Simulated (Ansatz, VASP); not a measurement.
**One calculation of Ca, two programs**

Contents of POSCAR:

```
Ca
1.0
    3.5674401340      0.0000000000      0.0000000000
    0.0000000000      3.5674401340      0.0000000000
    0.0000000000      0.0000000000      3.5674401340
Ca
1
Direct
    0.0000000000      0.0000000000      0.0000000000
```

Contents of INCAR.step1:

```
ALGO     = Normal         # electronic algorithm
EDIFF    = 1E-4           # SCF threshold, eV
ENCUT    = 600            # plane-wave cutoff, eV
GGA      = PE             # functional
ISMEAR   = 0              # smearing method
LASPH    = T              # aspherical terms in the spheres
LCHARG   = F              # write CHGCAR
LREAL    = F              # projectors in reciprocal space
LWAVE    = T              # write WAVECAR
NELM     = 100            # most SCF steps
PREC     = Accurate       # precision mode
SIGMA    = 0.1            # smearing width, eV
```

The input INCAR.step2:

```
ALGO     = Normal         # electronic algorithm
EDIFF    = 1E-6           # SCF threshold, eV
EDIFFG   = -0.01          # ionic threshold
ENCUT    = 600            # plane-wave cutoff, eV
IBRION   = 2              # ionic algorithm
ISIF     = 3              # what is computed and relaxed
ISMEAR   = 0              # smearing method
ISTART   = 1            
LASPH    = T              # aspherical terms in the spheres
LCHARG   = F              # write CHGCAR
LMIXTAU  = T            
LREAL    = F              # projectors in reciprocal space
LWAVE    = F              # write WAVECAR
METAGGA  = R2SCAN         # meta-GGA
NELM     = 100            # most SCF steps
NSW      = 100            # ionic steps
PREC     = Accurate       # precision mode
SIGMA    = 0.1            # smearing width, eV
```

File KPOINTS:

```
k-points
0
Gamma
  16 16 16
```

Input for Ansatz:

```yaml
crystal:
  lattice:
    - [3.567440134, 0.0, 0.0]
    - [0.0, 3.567440134, 0.0]
    - [0.0, 0.0, 3.567440134]
  atoms:
    - { symbol: Ca, position: [0.0, 0.0, 0.0] }
basis:
  ecutwfc: 500
kpoints:
  mp_grid: { grid: [16, 16, 16] }
hamiltonian:
  xc: r2scan
scf:
  occupations: { method: gaussian, width: 0.1 }
output:
  forces: true
  stress: true
  eigenvalues: true
relax:
  adjacent_minimum: "off"
  f_tol: 0.01
  max_steps: 80
  cell: { stress_tol: 0.05 }
```

Alike in both runs: task relaxation of cell and atoms; functional r2SCAN; k mesh 16 × 16 × 16; occupations gaussian, width 0.1 eV; no spin polarisation.

|  | VASP | Ansatz |
| --- | --- | --- |
| version | VASP 6.6.1 | Ansatz 0.2.0 |
| potentials or method | VASP PAW PBE potentials, release 64 (Ca_sv), cutoff 600 eV | scalar-relativistic, plane waves, PAW |
| valence electrons in the cell | 10 | 10 |

```csv
,VASP,Ansatz,Ansatz less VASP
"gap on the k mesh at the Fermi level, each at its own relaxed structure (eV)",none,none,-
relaxed volume (Å³/atom),42.99,42.68,-0.314
relaxed length of the cell vector where the two differ most in proportion (Å),3.503,3.495,-0.0086
```

VASP's potentials were made for PBE, not for r2SCAN. A gap of «none» marks a metal or a gap that the smearing closes.
